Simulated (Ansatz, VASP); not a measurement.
## Pb in VASP and in Ansatz

POSCAR

```
Pb
1.0
    0.0000000000      2.4971628562      2.4971628562
    2.4971628562      0.0000000000      2.4971628562
    2.4971628562      2.4971628562      0.0000000000
Pb
1
Direct
    0.0000000000      0.0000000000      0.0000000000
```

The input INCAR.step1:

```
SYSTEM = Pb
  PREC = Accurate
  ENCUT = 520
  ISMEAR = 0
  SIGMA = 0.05
  LREAL = .False.
  LASPH = .True.
  NELM = 60
  NBANDS = 13
  GGA = PE
  ALGO = Normal
  EDIFF = 1E-4
  LWAVE = .True.
  LCHARG = .False.
```

INCAR.step2

```
SYSTEM = Pb
  PREC = Accurate
  ENCUT = 520
  EDIFF = 1E-6
  ISMEAR = 0
  SIGMA = 0.05
  LREAL = .False.
  LASPH = .True.
  NELM = 60
  ALGO = Normal
  ISIF = 2
  LWAVE = .False.
  LCHARG = .False.
  METAGGA = R2SCAN
  LMIXTAU = .True.
  NBANDS = 13
  ISTART = 1
```

The input KPOINTS:

```
regular mesh
0
Gamma
  14 14 14
  0 0 0
```

Input for Ansatz:

```yaml
crystal:
  lattice:
    - [0.0, 2.4971628562, 2.4971628562]
    - [2.4971628562, 0.0, 2.4971628562]
    - [2.4971628562, 2.4971628562, 0.0]
  atoms:
    - { symbol: Pb, position: [0.0, 0.0, 0.0] }
basis:
  ecutwfc: 500
  ecutrho_ratio: 4
kpoints:
  mp_grid: { grid: [14, 14, 14] }
  band_path:
    path:
      - [[0.0, 0.0, 0.0], [0.5, 0.0, 0.5], [0.625, 0.25, 0.625]]
      - [[0.375, 0.375, 0.75], [0.0, 0.0, 0.0], [0.5, 0.5, 0.5], [0.5, 0.25, 0.75], [0.5, 0.0, 0.5]]
    npoints: 14
hamiltonian:
  xc: r2scan
scf:
  occupations: { method: gaussian, width: 0.05 }
  n_extra_bands: 10
output:
  forces: true
  stress: true
  eigenvalues: true
  populations: true
  dos: { projected: true, de: 0.02, nscf_kmesh: { grid: [21, 21, 21] } }
  bader: true
```

Alike in both runs: task single point; functional r2SCAN; k mesh 14 × 14 × 14; occupations gaussian, width 0.05 eV; no spin polarisation.

|  | VASP | Ansatz |
| --- | --- | --- |
| version | VASP 6.6.1 | Ansatz 0.2.0 |
| potentials or method | VASP PAW PBE potentials, release 64 (Pb_d), cutoff 520 eV | scalar-relativistic, plane waves, PAW |
| valence electrons in the cell | 14 | 14 |

```csv
,VASP,Ansatz,Ansatz less VASP
gap on the k mesh at the Fermi level (eV),none,none,-
pressure (GPa),0.0,0.0,+0.01
```

VASP's potentials were made for PBE, not for r2SCAN. A gap of «none» marks a metal or a gap that the smearing closes.

Neither program's run includes spin-orbit coupling.
